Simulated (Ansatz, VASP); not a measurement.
**Hf4C3 in VASP and in Ansatz**

```xyz
7
Lattice="4.6957 0.0000 0.0000 -2.3478 4.0666 0.0000 0.0000 0.0000 5.9431" Properties=species:S:1:pos:R:3 pbc="T T T"
Hf    0.0000    2.7110    4.4885
Hf    2.3478    1.3555    4.4885
Hf    2.3478    1.3555    1.4546
Hf    0.0000    2.7110    1.4546
C     0.0000    0.0000    1.6137
C     0.0000    0.0000    4.3294
C     0.0000    0.0000    2.9716
```

Alike in both runs: functional PBE; k mesh 6 × 6 × 4; occupations gaussian, width 0.1 eV; no spin polarisation.

Ansatz relaxed the structure, and its values are those at the end. VASP's run is a single point on that final structure, the one shown.

```csv
,VASP,Ansatz
version,VASP 6.6.1,Ansatz 0.2.0
potentials or method,"VASP PAW PBE potentials, release 64 (Hf_pv, C), cutoff 520 eV","scalar-relativistic, plane waves, PAW"
valence electrons in the cell,52,116
```

|  | VASP | Ansatz | Ansatz less VASP |
| --- | --- | --- | --- |
| gap on the k mesh at the Fermi level (eV) | none | none | - |
| pressure (GPa) | -0.2 | 0.2 | +0.44 |
| rms of the force components (eV/Å) | 0.014 | 0.002 | -0.0120 |

A gap of «none» marks a metal or a gap that the smearing closes. With one functional, cell and mesh, what is left measures potentials, basis and numerics. VASP's potentials hold 52 valence electrons a cell and Ansatz's 116, so a difference there can come from the potentials and not from the codes.

Spin-orbit coupling is off throughout.
